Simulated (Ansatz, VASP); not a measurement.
Two plane-wave programs on H8C3S2

```
S C H
1.0
     8.48185    0.00000    0.00000
     0.00000    8.48185    0.00000
     0.00000    0.00000    8.48185
S C H
6 9 24
Direct
  0.88416 0.56557 0.01561
  0.11657 0.29685 0.92137
  0.37071 0.03402 0.60511
  0.14100 0.85696 0.83198
  0.61740 0.20678 0.93465
  0.45179 0.52786 0.86338
  0.00066 0.43058 0.96950
  0.25544 0.94478 0.71754
  0.53547 0.36751 0.89842
  0.36614 0.90279 0.19106
  0.87126 0.23005 0.55207
  0.06806 0.61925 0.47978
  0.87959 0.98653 0.19976
  0.39069 0.36961 0.30769
  0.63688 0.67843 0.46719
  0.36740 0.79161 0.12541
  0.48722 0.94180 0.21304
  0.30561 0.88509 0.30374
  0.30353 0.99245 0.12249
  0.85329 0.12062 0.61884
  0.98488 0.22454 0.48975
  0.87187 0.33079 0.63343
  0.77535 0.24438 0.46646
  0.96641 0.63230 0.55843
  0.03705 0.54203 0.37943
  0.16678 0.56641 0.54608
  0.10190 0.73657 0.43504
  0.00801 0.97534 0.20453
  0.84799 0.11113 0.18749
  0.82800 0.93937 0.30820
  0.83452 0.92044 0.09825
  0.38809 0.38054 0.43643
  0.34364 0.25415 0.27295
  0.51267 0.38136 0.26620
  0.31828 0.46315 0.25493
  0.68773 0.77791 0.53249
  0.66456 0.56797 0.52836
  0.68740 0.67486 0.34843
  0.50873 0.69286 0.45946
```

Alike in both runs: functional PBE; dispersion D3(BJ); k mesh 1 × 1 × 1; occupations fermi-dirac, width 0.05 eV; no spin polarisation.

Ansatz relaxed the structure, and its values are those at the end. VASP's run is a single point on that final structure, the one shown.

|  | VASP | Ansatz |
| --- | --- | --- |
| version | VASP 6.6.1 | Ansatz 0.2.0 |
| potentials or method | VASP PAW PBE potentials, release 64 (S, C, H), cutoff 520 eV | scalar-relativistic, plane waves, PAW |
| valence electrons in the cell | 96 | 96 |

|  | VASP | Ansatz | Ansatz less VASP |
| --- | --- | --- | --- |
| rms of the force components (eV/Å) | 0.089 | 0.066 | -0.0234 |
